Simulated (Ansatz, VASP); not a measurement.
# Ti3Al: VASP beside Ansatz

```xyz
4
Lattice="2.9469 0.0000 0.0000 -1.4735 2.5521 0.0000 0.0000 0.0000 9.2875" Properties=species:S:1:pos:R:3 pbc="T T T"
Ti    0.0000    1.7014    2.3163
Ti    0.0000    1.7014    6.9711
Ti    1.4735    0.8507    0.0000
Al    1.4735    0.8507    4.6437
```

Change from the starting cell: volume scaled by 1.02.

Alike in both runs: task single point; functional PBEsol; k mesh 10 × 10 × 3; occupations fermi-dirac, width 0.05 eV; no spin polarisation.

```csv
,VASP,Ansatz
version,VASP 6.6.1,Ansatz 0.2.0
potentials or method,"VASP PAW PBE potentials, release 64 (Ti_sv, Al), cutoff 520 eV","all-electron LAPW, scalar-relativistic"
```

|  | VASP | Ansatz | Ansatz less VASP |
| --- | --- | --- | --- |
| gap on the k mesh at the Fermi level (eV) | none | none | - |
| pressure (GPa) | -5.5 | -5.4 | +0.05 |
| rms of the force components (eV/Å) | 0.042 | 0.037 | -0.0042 |

VASP's potentials were made for PBE, not for PBEsol. Atom by atom the forces differ by 0.004 eV/Å (rms over components). A gap of «none» marks a metal or a gap that the smearing closes. Ansatz ran all-electron here, and VASP with PAW potentials.
